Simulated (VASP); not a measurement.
Write the native input for VASP 6.6.1 that does the following.

```
Task                   : single point
Functional             : LDA
Potentials or basis    : VASP PAW LDA potentials, release 64 (Mo_sv)
Cutoff                 : 520 eV
k mesh                 : 18 × 18 × 18
Occupations            : gaussian, width 0.15 eV
Spin                   : no spin polarisation
Dipole correction      : no
Further INCAR settings : ALGO = Normal; EDIFF = 1e-06; NBANDS = 13
```

The structure of Mo lies in POSCAR:

```
Mo
1.0
    2.5987348773      0.0000000000      0.0000000000
   -1.2993674387      2.2505704215      0.0000000000
    0.0000000000      0.0000000000      2.5551807000
Mo
1
Direct
    0.0000000000      0.0000000000      0.5000000000
```

This isn't the form of Mo at room conditions, which is bcc.

This cell differs from its parent crystal: strain -0.0500 x Voigt [1, 1, 0, 0, 0, 0].

The input as run:

INCAR

```
SYSTEM = Mo
  PREC = Accurate
  ENCUT = 520
  EDIFF = 1E-6
  ISMEAR = 0
  SIGMA = 0.15
  LREAL = .False.
  LASPH = .True.
  NELM = 100
  ALGO = Normal
  ISIF = 2
  LWAVE = .False.
  LCHARG = .False.
  GGA = CA
  NBANDS = 13
```

KPOINTS

```
regular mesh
0
Gamma
  18 18 18
  0 0 0
```

Potentials or basis: VASP PAW LDA potentials, release 64 (Mo_sv).

The run is started by

```bash
$ cat potpaw_LDA.64/Mo_sv/POTCAR > POTCAR
$ mpirun -np 1 vasp_std > vasp.out
```

It gave:

```yaml
Pressure: 20.6 GPa
Band_gap_on_the_k_mesh: zero (bands 7 and 8 overlap by 2.07 eV)
```

Caveat: the cell differs from its parent crystal (strain -0.0500 x Voigt [1, 1, 0, 0, 0, 0]); the stress differs along the axes, from -1 to 31 GPa.

Run time: 83 s on 1 thread of Intel Xeon 8259CL, with other jobs on the host, peak memory 0.17 GiB.
